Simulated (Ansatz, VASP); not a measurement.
**SnO2: VASP beside Ansatz**

```xyz
6
Lattice="4.7374 0.0711 0.0711 0.0711 4.7374 0.0711 0.0478 0.0478 3.1864" Properties=species:S:1:pos:R:3 pbc="T T T"
Sn    0.0000    0.0000    0.0000
Sn    2.4281    2.4281    1.6643
O     1.4695    1.4695    0.0434
O     1.0020    3.8542    1.6643
O     3.3389    3.3389    0.0987
O     3.8542    1.0020    1.6643
```

Change from the starting cell: equal xy, yz and zx shear strains of +3 %, crystal datasets.

Alike in both runs: task electric field gradients; functional LDA; k mesh 4 × 4 × 6; occupations fermi-dirac, width 0.03 eV; no spin polarisation.

```csv
,VASP,Ansatz
version,VASP 6.6.1,Ansatz 0.2.0
potentials or method,"VASP PAW LDA potentials, release 64 (Sn_d, O), cutoff 520 eV","all-electron PAW with datasets made for the crystal, scalar-relativistic"
```

Ansatz gave:

| Property | Result |
| --- | --- |
| gap on the k mesh at the Fermi level (eV) | 1.11 |
| pressure (GPa) | -0.3 |
| traceless stress, the component that is largest in VASP (GPa) | -6.02 |
| rms of the force components (eV/Å) | 0.122 |
| size of Vzz on the site where it differs most (V/Å²) | 67.2 |

Task: What did VASP give for the same quantities?

Result: gap on the k mesh at the Fermi level (eV): 1.14; pressure (GPa): 0.6; traceless stress, the component that is largest in VASP (GPa): -6.07; rms of the force components (eV/Å): 0.126; size of Vzz on the site where it differs most (V/Å²): 73.6.

LDA's correlation is that of Perdew and Zunger in VASP and of Perdew and Wang (1992) in Ansatz. Atom by atom the forces differ by 0.012 eV/Å (rms over components). Ansatz ran all-electron here, and VASP with PAW potentials.
